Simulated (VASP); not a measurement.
# Ir (Fm-3m) in VASP: a series of runs

Runs on Ir. Level: PBE. Tasks: relaxation of cell and atoms.

Program: VASP 6.6.1. These are calculated values, not measurements. Logs are shortened: lines on timing, memory, paths and dates and some standing lists are left out, and cuts for length are marked.

### 1 The cell of the first run

The structure is cubic, space group Fm-3m (No. 225). Conventional cell: a = 3.830 Å, b = 3.830 Å, c = 3.830 Å, α = 90.00°, β = 90.00°, γ = 90.00°. Ir (site symmetry m-3m) has 12 Ir at 2.71 Å within 3.6 Å.

### 2 Relaxation of cell and atoms, PBE

File INCAR:

```
SYSTEM = Ir
PREC = Accurate ; ENCUT = 500
EDIFF = 1E-7 ; ISMEAR = -1
SIGMA = 0.05 ; LREAL = .False.
LASPH = .True. ; NELM = 120
ALGO = Normal ; ISIF = 3
LWAVE = .False. ; LCHARG = .False.
GGA = PE ; IBRION = 2
NSW = 80 ; EDIFFG = -0.01
GGA_COMPAT = .False. ; NELMIN = 4
```

File KPOINTS:

```
regular mesh
0
Gamma
  21 21 21
  0 0 0
```

File POSCAR:

```
Ir
1.0
    0.0000000000      1.9150000000      1.9150000000
    1.9150000000      0.0000000000      1.9150000000
    1.9150000000      1.9150000000      0.0000000000
Ir
1
Direct
    0.0000000000      0.0000000000      0.0000000000
```

Potentials or basis: VASP PAW PBE potentials, release 64 (Ir).

Command:

```
$ cat potpaw_PBE.64/Ir/POTCAR > POTCAR
$ mpirun -np 1 vasp_std > vasp.out
```

OUTCAR:

```text
SYSTEM = Ir
   PREC = Accurate
   ENCUT = 500
   EDIFF = 1E-7
   ISMEAR = -1
   LREAL = .False.
   LASPH = .True.
   NELM = 120
   ISIF = 3
   GGA = PE
   IBRION = 2
   NSW = 80
   EDIFFG = -0.01
   NELMIN = 4

 ion  position               nearest neighbor table
   1  0.000  0.000  0.000-

  LATTYP: Found a face centered cubic cell.
 ALAT       =     3.8300000000

  Lattice vectors:

 A1 = (   0.0000000000,   1.9150000000,   1.9150000000)
 A2 = (   1.9150000000,   0.0000000000,   1.9150000000)
 A3 = (   1.9150000000,   1.9150000000,   0.0000000000)

Analysis of symmetry for initial positions (statically):
=====================================================================
 Subroutine PRICEL returns:
 Original cell was already a primitive cell.

 Routine SETGRP: Setting up the symmetry group for a
 face centered cubic supercell.

 Subroutine GETGRP returns: Found 48 space group operations
 (whereof 48 operations were pure point group operations)
 out of a pool of 48 trial point group operations.

The static configuration has the point symmetry O_h .

Analysis of symmetry for dynamics (positions and initial velocities):
=====================================================================
 Subroutine PRICEL returns:
 Original cell was already a primitive cell.

 Routine SETGRP: Setting up the symmetry group for a
 face centered cubic supercell.

 Subroutine GETGRP returns: Found 48 space group operations
 (whereof 48 operations were pure point group operations)
 out of a pool of 48 trial point group operations.

The dynamic configuration has the point symmetry O_h .

 Subroutine INISYM returns: Found 48 space group operations
 (whereof 48 operations are pure point group operations),
 and found     1 'primitive' translations

----------------------------------------------------------------------------------------

                                     Primitive cell

  volume of cell :      14.0455

  direct lattice vectors                    reciprocal lattice vectors
     0.000000000  1.915000000  1.915000000    -0.261096606  0.261096606  0.261096606
     1.915000000  0.000000000  1.915000000     0.261096606 -0.261096606  0.261096606
     1.915000000  1.915000000  0.000000000     0.261096606  0.261096606 -0.261096606

  length of vectors
     2.708218972  2.708218972  2.708218972     0.452232587  0.452232587  0.452232587

  position of ions in fractional coordinates (direct lattice)
     0.000000000  0.000000000  0.000000000

  ion indices of the primitive-cell ions
   primitive index   ion index
                 1           1

[... 59 lines left out ...]
   NGX,Y,Z   is equivalent  to a cutoff of  12.28, 12.28, 12.28 a.u.
   NGXF,Y,Z  is equivalent  to a cutoff of  24.55, 24.55, 24.55 a.u.
 SYSTEM =  Ir
   PREC   = accura    normal or accurate (medium, high low for compatibility)
   ISTART =      0    job   : 0-new  1-cont  2-samecut
   ICHARG =      2    charge: 1-file 2-atom 10-const
   ISPIN  =      1    spin polarized calculation?
   LNONCOLLINEAR =      F non collinear calculations
   LSORBIT =      F    spin-orbit coupling
   LASPH  =      T    aspherical Exc in radial PAW
   ENCUT  =  500.0 eV  36.75 Ry    6.06 a.u.   4.94  4.94  4.94*2*pi/ulx,y,z
   NELM   =    120;   NELMIN=  4; NELMDL= -5     # of ELM steps
   EDIFF  = 0.1E-06   stopping-criterion for ELM
   LREAL  =      F    real-space projection
   EDIFFG = -.1E-01   stopping-criterion for IOM
   NSW    =     80    number of steps for IOM
   IBRION =      2    ionic relax: 0-MD 1-quasi-New 2-CG
   NFREE  =      1    steps in history (QN), initial steepest desc. (CG)
   ISIF   =      3    stress and relaxation
   ISYM   =      2    0-nonsym 1-usesym 2-fastsym
   POTIM  = 0.5000    time-step for ionic-motion
   TEBEG  =    0.0;   TEEND  =   0.0 temperature during run
   PSTRESS=    0.0 pullay stress
   NELECT =       9.0000    total number of electrons
   NUPDOWN=      -1.0000    fix difference up-down
   EMIN   =  10.00;   EMAX   =-10.00  energy-range for DOS
   EFERMI =   0.00;   METHOD = LEGACY
   ISMEAR =    -1;   SIGMA  =   0.05  broadening in eV -4-tet -1-fermi 0-gaus
   EFERMI_NEDOS =   21; number of points for ismear=-14 and -15
   IALGO  =     38    algorithm
   IMIX   =      4    mixing-type and parameters
     AMIX     =   0.40;   BMIX     =  1.00
     AMIX_MAG =   1.60;   BMIX_MAG =  1.00
  volume/ion in A,a.u.               =      14.05        94.78
  Fermi-wavevector in a.u.,A,eV,Ry     =   1.411379  2.667119 27.102667  1.991990
  Thomas-Fermi vector in A             =   2.533236
   LORBIT       =      0    0 simple, 1 ext, 2 COOP (PROOUT), +10 PAW based schemes
   GGA     = PE    functional components
   LHFCALC =     F    Hartree Fock is set to
   AEXX    =    0.0000 exact exchange contribution
   IVDW    =     0    specifies the selected vdW correction
   LEPSILON=     F    determine dielectric tensor
   LRPA    =     F    only Hartree local field effects (RPA)
 conjugate gradient relaxation of ions
 non-spin polarized calculation
  energy-cutoff  :      500.00
  volume of cell :       14.05
 maximum number of plane-waves:       368
   NGX =  9   NGY =  9   NGZ =  9

--------------------------------------- Ionic step        1  -------------------------------------------

 number of electron       9.0000000 magnetization

 Free energy of the ion-electron system (eV)
  ---------------------------------------------------
  ext. energy  EPLUGINS =         0.00000000
  ---------------------------------------------------
  free energy    TOTEN  =        -8.83552349 eV

  energy without entropy =       -8.82759479  energy(sigma->0) =       -8.83155914

 E-fermi :  10.5507     XC(G=0): -14.0308

 val. band max:       10.5409701572   @ k =  -0.4286   0.4286   0.0476
 cond. band min:      10.5507808388   @ k =  -0.3333   0.3333   0.0000
 fundamental gap:      0.0098106816
 Fermi energy:        10.5507210960

 k-point     1 :       0.0000    0.0000    0.0000
  band No.  band energies     occupation
      1      -0.6656      2.00000
      2       6.6055      2.00000
      3       6.6055      2.00000
      4       6.6055      2.00000
      5       9.3260      2.00000
      6       9.3260      2.00000
      7      24.8423      0.00000
      8      30.4722      0.00000
[... 357 lines left out ...]
--------------------------------------- Ionic step        4  -------------------------------------------

 number of electron       9.0000000 magnetization

 Free energy of the ion-electron system (eV)
  ---------------------------------------------------
  ext. energy  EPLUGINS =         0.00000000
  ---------------------------------------------------
  free energy    TOTEN  =        -8.85349234 eV

  energy without entropy =       -8.84512966  energy(sigma->0) =       -8.84931100

 E-fermi :   9.9729     XC(G=0): -13.8331

 val. band max:        9.9650685315   @ k =  -0.4286   0.4286   0.0476
 cond. band min:       9.9731849184   @ k =  -0.3333   0.3333   0.0000
 fundamental gap:      0.0081163868
 Fermi energy:         9.9728719784

 k-point     1 :       0.0000    0.0000    0.0000
  band No.  band energies     occupation
      1      -0.8813      2.00000
      2       6.2272      2.00000
      3       6.2272      2.00000
      4       6.2272      2.00000
      5       8.8067      2.00000
      6       8.8067      2.00000
      7      24.3335      0.00000
      8      29.7651      0.00000
[... 281 lines left out ...]
  FREE ENERGIE OF THE ION-ELECTRON SYSTEM (eV)
  ---------------------------------------------------
  free  energy   TOTEN  =        -8.8534923374 eV

  energy  without entropy=       -8.8451296630  energy(sigma->0) =       -8.84931100

 reached required accuracy - stopping structural energy minimisation
```

OSZICAR:

```text
N       E                     dE             d eps       ncg     rms          rms(c)
DAV:   1     0.414632173511E+02    0.41463E+02   -0.44149E+03  4688   0.994E+02
DAV:   2    -0.879255391609E+01   -0.50256E+02   -0.48557E+02  4608   0.203E+02
[... 31 lines left out ...]
   3 F= -.88534345E+01 E0= -.88492415E+01  d E =-.179110E-01
       N       E                     dE             d eps       ncg     rms          rms(c)
DAV:   1    -0.885364645989E+01   -0.21200E-03   -0.59925E-03  4864   0.128E+00    0.109E-01
DAV:   2    -0.885350533860E+01    0.14112E-03   -0.37368E-04  5096   0.266E-01    0.384E-02
DAV:   3    -0.885349142640E+01    0.13912E-04   -0.70349E-05  5504   0.105E-01    0.130E-02
DAV:   4    -0.885349234277E+01   -0.91636E-06   -0.16630E-06  6064   0.140E-02    0.726E-04
DAV:   5    -0.885349233742E+01    0.53534E-08   -0.22259E-08  2896   0.182E-03
   4 F= -.88534923E+01 E0= -.88493110E+01  d E =-.179689E-01
```

Wall time 44 s (1 thread of Intel Xeon Platinum 8488C (Sapphire Rapids), shared host); peak memory 0.16 GiB.

What came out:

```
Free energy                           : -8.8535 eV
Relaxed volume                        : 14.52 Å³/atom
Relaxed cell                          : a = 2.738 Å, b = 2.738 Å, c = 2.738 Å, α = 60.00°, β = 60.00°, γ = 60.00°
Space group after relaxing (to 0.1 Å) : Fm-3m (No. 225)
Energy gained by relaxing             : 18.0 meV/atom
Ionic steps                           : 4
Pressure after relaxing               : 0.0 GPa
Band gap on the k mesh                : zero (an odd number of electrons rules out a gap without spin polarisation)
```

The path:
```
step  energy change (eV)  largest force (eV/Å)  pressure (GPa)  volume (Å³)
   1              0.0000                0.0000           12.62        14.05
   2              0.1920                0.0000          -31.13        16.42
   3             -0.0179                0.0000           -0.65        14.55
   4             -0.0180                0.0000           -0.04        14.52
```

Final structure:
```xyz
1
Lattice="0.0000 1.9363 1.9363 1.9363 0.0000 1.9363 1.9363 1.9363 0.0000" Properties=species:S:1:pos:R:3 pbc="T T T"
Ir    0.0000    0.0000    0.0000
```

Caveat: spin-orbit coupling is left out, which moves the levels of the heavy elements.

### 3 Relaxation of cell and atoms, PBE

This run uses another cell than the first one, of 14.50 Å³/atom.

File INCAR:

```
PREC     = Accurate       # precision mode
ENCUT    = 600            # plane-wave cutoff, eV
EDIFF    = 1E-6           # SCF threshold, eV
ISMEAR   = -1             # smearing method
SIGMA    = 0.05           # smearing width, eV
LREAL    = False          # projectors in reciprocal space
LASPH    = True           # aspherical terms in the spheres
NELM     = 80             # most SCF steps
ALGO     = Normal         # electronic algorithm
ISIF     = 3              # what is computed and relaxed
LWAVE    = False          # write WAVECAR
LCHARG   = False          # write CHGCAR
GGA      = PE             # functional
IBRION   = 2              # ionic algorithm
NSW      = 80             # ionic steps
EDIFFG   = -0.01          # ionic threshold
```

File KPOINTS:

```
Automatic mesh
0
Gamma
  21 21 21
```

File POSCAR:

```
Ir
1.0
    0.0000000000      1.9353309306      1.9353309306
    1.9353309306      0.0000000000      1.9353309306
    1.9353309306      1.9353309306      0.0000000000
Ir
1
Direct
    0.0000000000      0.0000000000      0.0000000000
```

Potentials or basis: VASP PAW PBE potentials, release 64 (Ir).

Command:

```
$ cat potpaw_PBE.64/Ir/POTCAR > POTCAR
$ mpirun -np 1 vasp_std > vasp.out
```

OUTCAR:

```text
PREC = Accurate
   ENCUT = 600
   EDIFF = 1E-6
   ISMEAR = -1
   LREAL = False
   LASPH = True
   NELM = 80
   ISIF = 3
   GGA = PE
   IBRION = 2
   NSW = 80
   EDIFFG = -0.01

 ion  position               nearest neighbor table
   1  0.000  0.000  0.000-

  LATTYP: Found a face centered cubic cell.
 ALAT       =     3.8706618612

  Lattice vectors:

 A1 = (   0.0000000000,   1.9353309306,   1.9353309306)
 A2 = (   1.9353309306,   0.0000000000,   1.9353309306)
 A3 = (   1.9353309306,   1.9353309306,   0.0000000000)

Analysis of symmetry for initial positions (statically):
=====================================================================
 Subroutine PRICEL returns:
 Original cell was already a primitive cell.

 Routine SETGRP: Setting up the symmetry group for a
 face centered cubic supercell.

 Subroutine GETGRP returns: Found 48 space group operations
 (whereof 48 operations were pure point group operations)
 out of a pool of 48 trial point group operations.

The static configuration has the point symmetry O_h .

Analysis of symmetry for dynamics (positions and initial velocities):
=====================================================================
 Subroutine PRICEL returns:
 Original cell was already a primitive cell.

[... 164 lines left out ...]
  external PRESSURE =       6.4699765 kB  Pullay stress =       0.0000000 kB
[... 57 lines left out ...]
--------------------------------------- Ionic step        3  -------------------------------------------

 number of electron       9.0000000 magnetization

 Free energy of the ion-electron system (eV)
  ---------------------------------------------------
  ext. energy  EPLUGINS =         0.00000000
  ---------------------------------------------------
  free energy    TOTEN  =        -8.85421805 eV

  energy without entropy =       -8.84585218  energy(sigma->0) =       -8.85003511

 E-fermi :   9.9692     XC(G=0): -13.8317

 val. band max:        9.9613730872   @ k =  -0.4286   0.4286   0.0476
 cond. band min:       9.9694873680   @ k =  -0.3333   0.3333   0.0000
 fundamental gap:      0.0081142809
 Fermi energy:         9.9691780891

 k-point     1 :       0.0000    0.0000    0.0000
  band No.  band energies     occupation
      1      -0.8827      2.00000
      2       6.2248      2.00000
      3       6.2248      2.00000
      4       6.2248      2.00000
      5       8.8033      2.00000
      6       8.8033      2.00000
      7      24.3306      0.00000
      8      29.7609      0.00000
[... 243 lines left out ...]
 k-point    24 :      -0.3810    0.0476    0.0000
  band No.  band energies     occupation
      1       2.2053      2.00000
      2       6.2073      2.00000
      3       6.3092      2.00000
      4       7.6053      2.00000
      5      10.1152      0.10238
      6      10.7952      0.00000
      7      18.9430      0.00000
      8      24.5982      0.00000

 [... further k-points ...]

------------------------ aborting loop because EDIFF is reached ----------------------------------------

  FORCE on cell =-STRESS in cart. coord.  units (eV):
  Direction    XX          YY          ZZ          XY          YZ          ZX
  --------------------------------------------------------------------------------------
  -------------------------------------------------------------------------------------
  Total        0.0006143      0.0006143      0.0006143      0.0000000      0.0000000      0.0000000
  in kB        0.0677635      0.0677635      0.0677635      0.0000000      0.0000000      0.0000000
  external PRESSURE =       0.0677635 kB  Pullay stress =       0.0000000 kB
[... 16 lines left out ...]
  FREE ENERGIE OF THE ION-ELECTRON SYSTEM (eV)
  ---------------------------------------------------
  free  energy   TOTEN  =        -8.8542180454 eV

  energy  without entropy=       -8.8458521755  energy(sigma->0) =       -8.85003511

 reached required accuracy - stopping structural energy minimisation
```

OSZICAR:

```text
N       E                     dE             d eps       ncg     rms          rms(c)
DAV:   1     0.468431975212E+02    0.46843E+02   -0.48592E+03  4608   0.115E+03
DAV:   2    -0.870885654681E+01   -0.55552E+02   -0.53721E+02  4656   0.212E+02
[... 16 lines left out ...]
   2 F= -.88535179E+01 E0= -.88492905E+01  d E =0.649899E-03
       N       E                     dE             d eps       ncg     rms          rms(c)
DAV:   1    -0.885647817902E+01   -0.29607E-02   -0.86725E-02  4872   0.486E+00    0.418E-01
DAV:   2    -0.885442756404E+01    0.20506E-02   -0.53966E-03  5104   0.101E+00    0.143E-01
DAV:   3    -0.885421341537E+01    0.21415E-03   -0.10177E-03  5504   0.401E-01    0.479E-02
DAV:   4    -0.885421813469E+01   -0.47193E-05   -0.24859E-05  6080   0.543E-02    0.312E-03
DAV:   5    -0.885421804535E+01    0.89339E-07   -0.31775E-07  3312   0.735E-03
   3 F= -.88542180E+01 E0= -.88500351E+01  d E =-.502670E-04
```

Run time: 82 s. Hardware: 1 thread of Intel Xeon 8259CL, shared host; peak memory 0.18 GiB.

What came out:

```
Free energy                           : -8.8542 eV
Relaxed volume                        : 14.52 Å³/atom
Relaxed cell                          : a = 2.739 Å, b = 2.739 Å, c = 2.739 Å, α = 60.00°, β = 60.00°, γ = 60.00°
Space group after relaxing (to 0.1 Å) : Fm-3m (No. 225)
Energy gained by relaxing             : 0.1 meV/atom
Ionic steps                           : 3
Pressure after relaxing               : 0.0 GPa
Band gap on the k mesh                : zero (an odd number of electrons rules out a gap without spin polarisation)
```

Final structure:
```
CELL_PARAMETERS angstrom
0.00000 1.93648 1.93648
1.93648 0.00000 1.93648
1.93648 1.93648 0.00000
ATOMIC_POSITIONS crystal
Ir 0.00000 0.00000 0.00000
```

Caveat: spin-orbit coupling is left out, which moves the levels of the heavy elements.
